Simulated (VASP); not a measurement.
## Cu: elastic constants with PBEsol

Cu:

```
Cu
1.0
    11.57025    0.00000    0.00000
     0.00000    2.23821    0.00000
    -4.59562    0.00000   21.74339
Cu
1
Direct
  0.50000 0.50000 0.50000
```

```json
{
  "Program": "VASP 6.6.1",
  "Task": "elastic constants",
  "Functional": "PBEsol",
  "Potentials or basis": "VASP PAW PBE potentials, release 64 (Cu)",
  "Cutoff": "600 eV",
  "k mesh": "4 × 19 × 2",
  "Occupations": "fermi-dirac, width 0.1 eV",
  "Spin": "no spin polarisation",
  "Dipole correction": "no",
  "Ions in elastic constants": "relaxed",
  "Further INCAR settings": "ALGO = Normal; EDIFF = 1e-08; IBRION = 6; POTIM = 0.015; NSW = 1; ISIF = 3"
}
```

| Item | Value |
| --- | --- |
| Voigt bulk modulus | 1 GPa |

Elastic tensor in Voigt notation (GPa, in the Cartesian axes of the cell as first typed):
```
 0  0  0  0  0  0
 0 10  0  0  0  0
 0  0  0  0  0  0
 0  0  0  0  0  0
 0  0  0  0  0  0
 0  0  0  0  0  0
```

Clamped-ion elastic tensor (GPa):
```
 0  0  0  0  0  0
 0 10  0  0  0  0
 0  0  0  0  0  0
 0  0  0  0  0  0
 0  0  0  0  0  0
 0  0  0  0  0  0
```

Wall time 43 min on 4 MPI ranks on Intel(R) Xeon(R) Platinum 8488C (Sapphire Rapids), on a shared host, peak memory 1.1 GiB a rank.

Caveat: the elastic tensor has a negative eigenvalue, so either the cell is unstable as it stands or the mesh is too thin; the PAW data sets were made with another functional, which shifts forces and pressure a little.
